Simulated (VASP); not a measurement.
# Ba (Im-3m) in VASP: notebook

Runs on Ba. Level: RPBE. Tasks: single point, relaxation of cell and atoms.

Program: VASP 6.6.1. These are calculated values, not measurements. Logs are shortened: lines on timing, memory, paths and dates and some standing lists are left out, and cuts for length are marked.

**1. The cell of the first run**

It takes space group Im-3m (No. 229, cubic). Conventional cell: a = 5.025 Å, b = 5.025 Å, c = 5.025 Å, α = 90.00°, β = 90.00°, γ = 90.00°. Ba (site symmetry m-3m) has 14 Ba at 4.35 to 5.03 Å within 5.7 Å.

**2. Single point, RPBE**

INCAR reads:

```
SYSTEM = Ba
ALGO     = Normal         ! electronic algorithm
EDIFF    = 1E-6           ! SCF threshold, eV
ENCUT    = 520            ! plane-wave cutoff, eV
GGA      = RP             ! functional
ISIF     = 2              ! what is computed and relaxed
ISMEAR   = 0              ! smearing method
LASPH    = .TRUE.         ! aspherical terms in the spheres
LCHARG   = .FALSE.        ! write CHGCAR
LREAL    = .FALSE.        ! projectors in reciprocal space
LWAVE    = .FALSE.        ! write WAVECAR
NBANDS   = 11             ! bands
NELM     = 60             ! most SCF steps
PREC     = Accurate       ! precision mode
SIGMA    = 0.1            ! smearing width, eV
```

KPOINTS reads:

```
k-points
0
G
  6 6 6
  0 0 0
```

POSCAR reads:

```
Ba
1.0
   -2.5125000000      2.5125000000      2.5125000000
    2.5125000000     -2.5125000000      2.5125000000
    2.5125000000      2.5125000000     -2.5125000000
Ba
1
Direct
    0.0000000000      0.0000000000      0.0000000000
```

Potentials or basis: VASP PAW PBE potentials, release 64 (Ba_sv).

Launch:

```bash
$ cat potpaw_PBE.64/Ba_sv/POTCAR > POTCAR
$ mpirun -np 1 vasp_std > vasp.out
```

OUTCAR:

```text
SYSTEM = Ba
   EDIFF = 1E-6
   ENCUT = 520
   GGA = RP
   ISIF = 2
   ISMEAR = 0
   LASPH = .TRUE.
   LREAL = .FALSE.
   NELM = 60
   PREC = Accurate

 ion  position               nearest neighbor table
   1  0.000  0.000  0.000-

  LATTYP: Found a body centered cubic cell.
 ALAT       =     5.0250000000

  Lattice vectors:

 A1 = (  -2.5125000000,   2.5125000000,   2.5125000000)
 A2 = (   2.5125000000,  -2.5125000000,   2.5125000000)
 A3 = (   2.5125000000,   2.5125000000,  -2.5125000000)

Analysis of symmetry for initial positions (statically):
=====================================================================
 Subroutine PRICEL returns:
 Original cell was already a primitive cell.

 Routine SETGRP: Setting up the symmetry group for a
 body centered cubic supercell.

 Subroutine GETGRP returns: Found 48 space group operations
 (whereof 48 operations were pure point group operations)
 out of a pool of 48 trial point group operations.

The static configuration has the point symmetry O_h .

Analysis of symmetry for dynamics (positions and initial velocities):
=====================================================================
 Subroutine PRICEL returns:
 Original cell was already a primitive cell.

 Routine SETGRP: Setting up the symmetry group for a
 body centered cubic supercell.

 Subroutine GETGRP returns: Found 48 space group operations
 (whereof 48 operations were pure point group operations)
 out of a pool of 48 trial point group operations.

The dynamic configuration has the point symmetry O_h .

 Subroutine INISYM returns: Found 48 space group operations
 (whereof 48 operations are pure point group operations),
 and found     1 'primitive' translations

----------------------------------------------------------------------------------------

                                     Primitive cell

  volume of cell :      63.4422

  direct lattice vectors                    reciprocal lattice vectors
    -2.512500000  2.512500000  2.512500000     0.000000000  0.199004975  0.199004975
     2.512500000 -2.512500000  2.512500000     0.199004975  0.000000000  0.199004975
     2.512500000  2.512500000 -2.512500000     0.199004975  0.199004975  0.000000000

  length of vectors
     4.351777654  4.351777654  4.351777654     0.281435535  0.281435535  0.281435535

  position of ions in fractional coordinates (direct lattice)
     0.000000000  0.000000000  0.000000000

  ion indices of the primitive-cell ions
   primitive index   ion index
                 1           1

----------------------------------------------------------------------------------------

 KPOINTS: k-points

Automatic generation of k-mesh.
 Grid dimensions read from file:
 generate k-points for:    6    6    6

 Generating k-lattice:

  Cartesian coordinates                     Fractional coordinates (reciprocal lattice)
     0.000000000  0.033167496  0.033167496     0.166666667  0.000000000  0.000000000
     0.033167496  0.000000000  0.033167496     0.000000000  0.166666667  0.000000000
     0.033167496  0.033167496  0.000000000     0.000000000  0.000000000  0.166666667

  Length of vectors
     0.046905922  0.046905922  0.046905922

  Shift w.r.t. Gamma in fractional coordinates (k-lattice)
     0.000000000  0.000000000  0.000000000

 Subroutine IBZKPT returns following result:
 ===========================================

 Found     16 irreducible k-points:

 Following reciprocal coordinates:
            Coordinates               Weight
  0.000000  0.000000  0.000000      1.000000
  0.166667  0.000000  0.000000     12.000000
  0.333333  0.000000  0.000000     12.000000
  0.500000  0.000000  0.000000      6.000000
  0.166667  0.166667  0.000000     24.000000
  0.333333  0.166667  0.000000     48.000000
[... 8 lines left out ...]
  0.500000  0.500000  0.333333     12.000000
  0.500000  0.500000  0.500000      1.000000
   k-points           NKPTS =     16   k-points in BZ     NKDIM =     16   number of bands    NBANDS=     11
   number of dos      NEDOS =    301   number of ions     NIONS =      1
   total plane-waves  NPLWV =  32768
   dimension x,y,z NGX =    32 NGY =   32 NGZ =   32
   dimension x,y,z NGXF=    64 NGYF=   64 NGZF=   64
   ions per type =               1
   NGX,Y,Z   is equivalent  to a cutoff of  12.22, 12.22, 12.22 a.u.
   NGXF,Y,Z  is equivalent  to a cutoff of  24.45, 24.45, 24.45 a.u.
 SYSTEM =  Ba
   PREC   = accura    normal or accurate (medium, high low for compatibility)
   ISTART =      0    job   : 0-new  1-cont  2-samecut
   ICHARG =      2    charge: 1-file 2-atom 10-const
   ISPIN  =      1    spin polarized calculation?
   LNONCOLLINEAR =      F non collinear calculations
   LSORBIT =      F    spin-orbit coupling
   LASPH  =      T    aspherical Exc in radial PAW
   ENCUT  =  520.0 eV  38.22 Ry    6.18 a.u.   8.09  8.09  8.09*2*pi/ulx,y,z
   NELM   =     60;   NELMIN=  2; NELMDL= -5     # of ELM steps
   EDIFF  = 0.1E-05   stopping-criterion for ELM
[... 30 lines left out ...]
 non-spin polarized calculation
 Gauss-broadening in eV      SIGMA  =   0.10
  energy-cutoff  :      520.00
  volume of cell :       63.44
 maximum number of plane-waves:      1724
   NGX = 17   NGY = 17   NGZ = 17

 number of electron      10.0000000 magnetization

 Free energy of the ion-electron system (eV)
  ---------------------------------------------------
  ext. energy  EPLUGINS =         0.00000000
  ---------------------------------------------------
  free energy    TOTEN  =        -1.67360209 eV

  energy without entropy =       -1.66574549  energy(sigma->0) =       -1.66967379

 E-fermi :   1.7670     XC(G=0):  -7.2757

 val. band max:        1.6512702761   @ k =  -0.3333   0.5000   0.1667
 cond. band min:       1.7725222991   @ k =  -0.3333   0.3333   0.3333
 fundamental gap:      0.1212520230
 Fermi energy:         1.7670277688

 k-point     1 :       0.0000    0.0000    0.0000
  band No.  band energies     occupation
      1     -27.2050      2.00000
      2     -12.1722      2.00000
      3     -12.1722      2.00000
      4     -12.1722      2.00000
      5      -0.9992      2.00000
      6       3.5952      0.00000
      7       3.5952      0.00000
      8       3.5952      0.00000
      9       4.9460      0.00000
     10       4.9460      0.00000
     11       8.6293      0.00000

 k-point     2 :       0.1667    0.0000    0.0000
  band No.  band energies     occupation
      1     -27.1947      2.00000
      2     -12.2888      2.00000
      3     -12.2084      2.00000
      4     -12.1729      2.00000
      5      -0.5109      2.00000
      6       3.2285      0.00000
      7       3.2763      0.00000
      8       4.1106      0.00000
      9       4.6221      0.00000
     10       4.9405      0.00000
     11       9.0681      0.00000

 k-point     3 :       0.3333    0.0000    0.0000
  band No.  band energies     occupation
      1     -27.1739      2.00000
      2     -12.5091      2.00000
      3     -12.2792      2.00000
      4     -12.1745      2.00000
      5       0.5033      2.00000
      6       2.6783      0.00000
      7       2.6875      0.00000
      8       4.8988      0.00000
      9       5.1624      0.00000
     10       5.5369      0.00000
     11       8.2534      0.00000

 k-point     4 :       0.5000    0.0000    0.0000
  band No.  band energies     occupation
      1     -27.1635      2.00000
      2     -12.6136      2.00000
      3     -12.3139      2.00000
      4     -12.1753      2.00000
      5       0.8637      2.00000
      6       2.4561      0.00000
      7       2.9295      0.00000
      8       4.9367      0.00000
      9       5.4993      0.00000
     10       6.9192      0.00000
     11       7.3272      0.00000
[... 127 lines left out ...]
 k-point    14 :      -0.3333    0.3333    0.3333
  band No.  band energies     occupation
      1     -27.1488      2.00000
      2     -12.4639      2.00000
      3     -12.3994      2.00000
      4     -12.3994      2.00000
      5       1.4174      2.00000
      6       1.7725      0.93806
      7       4.1307      0.00000
      8       4.1307      0.00000
      9       4.9264      0.00000
     10       5.4279      0.00000
     11       9.5457      0.00000

 k-point    15 :       0.5000    0.5000    0.3333
  band No.  band energies     occupation
      1     -27.1404      2.00000
      2     -12.5128      2.00000
      3     -12.4382      2.00000
      4     -12.4056      2.00000
      5       1.4365      2.00000
      6       1.5163      1.99961
      7       4.1616      0.00000
      8       4.3477      0.00000
      9       6.1267      0.00000
     10       6.5481      0.00000
     11       7.4923      0.00000

 k-point    16 :       0.5000    0.5000    0.5000
  band No.  band energies     occupation
      1     -27.1327      2.00000
      2     -12.4783      2.00000
      3     -12.4783      2.00000
      4     -12.4783      2.00000
      5       1.1901      2.00000
      6       1.1901      2.00000
      7       6.0689      0.00000
      8       6.0689      0.00000
      9       6.0689      0.00000
     10       6.4378      0.00000
     11       6.4378      0.00000

------------------------ aborting loop because EDIFF is reached ----------------------------------------

  FORCE on cell =-STRESS in cart. coord.  units (eV):
  Direction    XX          YY          ZZ          XY          YZ          ZX
  --------------------------------------------------------------------------------------
  -------------------------------------------------------------------------------------
  Total        0.3239979      0.3239979      0.3239979      0.0000000      0.0000000      0.0000000
  in kB        8.1822845      8.1822845      8.1822845      0.0000000      0.0000000      0.0000000
  external PRESSURE =       8.1822845 kB  Pullay stress =       0.0000000 kB

 VOLUME and BASIS-vectors are now :
 -----------------------------------------------------------------------------
  energy-cutoff  :      520.00
  volume of cell :       63.44
      direct lattice vectors                 reciprocal lattice vectors
    -2.512500000  2.512500000  2.512500000     0.000000000  0.199004975  0.199004975
     2.512500000 -2.512500000  2.512500000     0.199004975  0.000000000  0.199004975
     2.512500000  2.512500000 -2.512500000     0.199004975  0.199004975  0.000000000

 POSITION                                       TOTAL-FORCE (eV/Angst)
 -----------------------------------------------------------------------------------
      0.00000      0.00000      0.00000        -0.000000     -0.000000      0.000000
 -----------------------------------------------------------------------------------
    total drift:                               -0.000000      0.000000     -0.000000

  FREE ENERGIE OF THE ION-ELECTRON SYSTEM (eV)
  ---------------------------------------------------
  free  energy   TOTEN  =        -1.6736020896 eV

  energy  without entropy=       -1.6657454908  energy(sigma->0) =       -1.66967379
```

Run time: 5 s. Hardware: 1 thread of Intel Xeon 6975P-C (Granite Rapids), shared host; peak memory 0.17 GiB.

Results:

| Property | Result |
| --- | --- |
| Free energy | -1.6736 eV |
| Pressure | 0.8 GPa |
| Band gap on the k mesh | zero (bands 5 and 6 overlap by 0.68 eV) |

Caveat: the PAW data sets were made with another functional, which shifts forces and pressure a little; spin-orbit coupling is left out, which moves the levels of the heavy elements.

**3. Single point, RPBE**

This run uses another cell than the first one, of 68.48 Å³/atom.

INCAR reads:

```
SYSTEM = Ba
ALGO     = Normal         ! electronic algorithm
EDIFF    = 1E-6           ! SCF threshold, eV
ENCUT    = 520            ! plane-wave cutoff, eV
GGA      = RP             ! functional
ISIF     = 2              ! what is computed and relaxed
ISMEAR   = 0              ! smearing method
LASPH    = .True.         ! aspherical terms in the spheres
LCHARG   = .False.        ! write CHGCAR
LREAL    = .False.        ! projectors in reciprocal space
LWAVE    = .False.        ! write WAVECAR
NBANDS   = 11             ! bands
NELM     = 80             ! most SCF steps
PREC     = Accurate       ! precision mode
SIGMA    = 0.1            ! smearing width, eV
```

KPOINTS reads:

```
k-points
0
Gamma
  10 10 10
  0 0 0
```

POSCAR reads:

```
Ba
1.0
   -2.5772587082      2.5772587082      2.5772587082
    2.5772587082     -2.5772587082      2.5772587082
    2.5772587082      2.5772587082     -2.5772587082
Ba
1
Direct
    0.0000000000      0.0000000000      0.0000000000
```

Potentials or basis: VASP PAW PBE potentials, release 64 (Ba_sv).

Launch:

```bash
$ cat potpaw_PBE.64/Ba_sv/POTCAR > POTCAR
$ mpirun -np 1 vasp_std > vasp.out
```

It took 15 s on 1 thread of Intel Xeon 6975P-C (Granite Rapids), shared host; peak memory 0.21 GiB.

The run converged. Its results:

* Free energy: -1.6896 eV
* Pressure: 0.0 GPa
* Band gap on the k mesh: zero (bands 5 and 6 overlap by 0.72 eV)

Levels at points of the mesh, in eV from the Fermi level:
```csv
k point,band 2,band 3,band 4,band 5,band 6,band 7,band 8,band 9
"(0.00, 0.00, 0.00)",-14.07,-14.07,-14.07,-2.68,1.78,1.78,1.78,3.04
"(0.50, 0.00, 0.00)",-14.41,-14.18,-14.07,-0.82,0.73,0.99,3.00,3.53
"(0.50, 0.50, 0.50)",-14.31,-14.31,-14.31,-0.43,-0.43,3.98,3.98,3.98
```

Caveat: the PAW data sets were made with another functional, which shifts forces and pressure a little; spin-orbit coupling is left out, which moves the levels of the heavy elements.

**4. Single point, RPBE**

This run uses another cell than the first one, of 69.18 Å³/atom.

INCAR reads:

```
SYSTEM = Ba
PREC     = Accurate       ! precision mode
ENCUT    = 520            ! plane-wave cutoff, eV
EDIFF    = 1E-7           ! SCF threshold, eV
ISMEAR   = -1             ! smearing method
SIGMA    = 0.15           ! smearing width, eV
LREAL    = .FALSE.        ! projectors in reciprocal space
LASPH    = .TRUE.         ! aspherical terms in the spheres
NELM     = 60             ! most SCF steps
ALGO     = Normal         ! electronic algorithm
ISIF     = 2              ! what is computed and relaxed
LWAVE    = .FALSE.        ! write WAVECAR
LCHARG   = .FALSE.        ! write CHGCAR
GGA      = RP             ! functional
NBANDS   = 11             ! bands
```

KPOINTS reads:

```
regular mesh
0
G
  10 10 10
  0 0 0
```

POSCAR reads:

```
Ba
1.0
   -2.5860416580      2.5860416580      2.5860416580
    2.5860416580     -2.5860416580      2.5860416580
    2.5860416580      2.5860416580     -2.5860416580
Ba
1
Direct
    0.0000000000      0.0000000000      0.0000000000
```

Launch:

```bash
$ cat potpaw_PBE.64/Ba_sv/POTCAR > POTCAR
$ mpirun -np 1 vasp_std > vasp.out
```

Wall time 19 s (1 thread of Intel Xeon 6975P-C (Granite Rapids), shared host); peak memory 0.21 GiB.

Results (log left out):

```
Free energy            : -1.7411 eV
Pressure               : 0.0 GPa
Band gap on the k mesh : zero (bands 5 and 6 overlap by 0.70 eV)
```

Levels at points of the mesh, in eV from the Fermi level:
| k point | band 2 | band 3 | band 4 | band 5 | band 6 | band 7 | band 8 | band 9 |
| --- | --- | --- | --- | --- | --- | --- | --- | --- |
| (0.00, 0.00, 0.00) | -14.11 | -14.11 | -14.11 | -2.70 | 1.75 | 1.75 | 1.75 | 3.00 |
| (0.50, 0.00, 0.00) | -14.44 | -14.22 | -14.11 | -0.83 | 0.71 | 0.94 | 2.95 | 3.48 |
| (0.50, 0.50, 0.50) | -14.34 | -14.34 | -14.34 | -0.44 | -0.44 | 3.91 | 3.91 | 3.91 |

Caveat: the PAW data sets were made with another functional, which shifts forces and pressure a little; spin-orbit coupling is left out, which moves the levels of the heavy elements.

**5. Relaxation of cell and atoms, RPBE**

INCAR reads:

```
SYSTEM = Ba
PREC = Accurate ; ENCUT = 600
EDIFF = 1E-7 ; ISMEAR = 0
SIGMA = 0.1 ; LREAL = .False.
LASPH = .True. ; NELM = 80
ALGO = Normal ; ISIF = 3
LWAVE = .False. ; LCHARG = .False.
GGA = RP ; IBRION = 2
NSW = 100 ; EDIFFG = -0.002
```

KPOINTS reads:

```
Automatic mesh
0
Gamma
  10 10 10
  0 0 0
```

POSCAR reads:

```
Ba
1.0
   -2.5125000000      2.5125000000      2.5125000000
    2.5125000000     -2.5125000000      2.5125000000
    2.5125000000      2.5125000000     -2.5125000000
Ba
1
Direct
    0.0000000000      0.0000000000      0.0000000000
```

Launch:

```bash
$ cat potpaw_PBE.64/Ba_sv/POTCAR > POTCAR
$ mpirun -np 1 vasp_std > vasp.out
```

It took 43 s on 1 thread of Intel Xeon 6975P-C (Granite Rapids), shared host; peak memory 0.21 GiB.

The run converged. Its results:

| Item | Value |
| --- | --- |
| Free energy | -1.6897 eV |
| Relaxed volume | 68.76 Å³/atom |
| Relaxed cell | a = 4.470 Å, b = 4.470 Å, c = 4.470 Å, α = 109.47°, β = 109.47°, γ = 109.47° |
| Space group after relaxing (to 0.1 Å) | Im-3m (No. 229) |
| Energy gained by relaxing | 11.1 meV/atom |
| Ionic steps | 4 |
| Pressure after relaxing | 0.0 GPa |
| Band gap on the k mesh | zero (bands 5 and 6 overlap by 0.71 eV) |

Step by step:
```
step  energy change (eV)  largest force (eV/Å)  pressure (GPa)  volume (Å³)
   1              0.0000                0.0000            0.71        63.44
   2             -0.0084                0.0000            0.33        66.05
   3             -0.0111                0.0000           -0.03        69.04
   4             -0.0111                0.0000            0.00        68.76
```

Final structure:
```
Ba
1.0
    -2.58085    2.58085    2.58085
     2.58085   -2.58085    2.58085
     2.58085    2.58085   -2.58085
Ba
1
Direct
  0.00000 0.00000 0.00000
```

Levels at points of the mesh, in eV from the Fermi level:
```csv
k point,band 1,band 2,band 3,band 4,band 5,band 6,band 7,band 8,band 9
"(0.00, 0.00, 0.00)",-29.07,-14.08,-14.08,-14.08,-2.68,1.77,1.77,1.77,3.03
"(0.50, 0.00, 0.00)",-29.04,-14.42,-14.19,-14.08,-0.82,0.73,0.98,2.99,3.52
"(0.50, 0.50, 0.50)",-29.02,-14.31,-14.31,-14.31,-0.43,-0.43,3.96,3.96,3.96
```

Caveat: the PAW data sets were made with another functional, which shifts forces and pressure a little; spin-orbit coupling is left out, which moves the levels of the heavy elements. RPBE and its kin give volumes clearly too large for solids.

**6. Overview**

| task | cell | k mesh | cutoff (eV) | smearing | gap on the mesh (eV) | pressure (GPa) |
| --- | --- | --- | --- | --- | --- | --- |
| single point | a = 4.352 Å, angles 109.5°, 1 atom | 6 × 6 × 6 | 520 | gaussian 0.1 eV | none | 0.8 |
| single point | a = 4.464 Å, angles 109.5°, 1 atom | 10 × 10 × 10 | 520 | gaussian 0.1 eV | none | 0.0 |
| single point | a = 4.479 Å, angles 109.5°, 1 atom | 10 × 10 × 10 | 520 | fermi-dirac 0.15 eV | none | 0.0 |
| relaxation of cell and atoms | relaxed from a = 4.352 Å, angles 109.5°, 1 atom | 10 × 10 × 10 | 600 | gaussian 0.1 eV | none | 0.0 |

Alike in all rows: level RPBE; potentials or basis VASP PAW PBE potentials, release 64 (Ba_sv); no spin polarisation.

Caveats: the PAW data sets were made with another functional, which shifts forces and pressure a little; spin-orbit coupling is left out, which moves the levels of the heavy elements.

Total energies depend on the potentials used, so only differences within one code and one set of settings carry meaning.
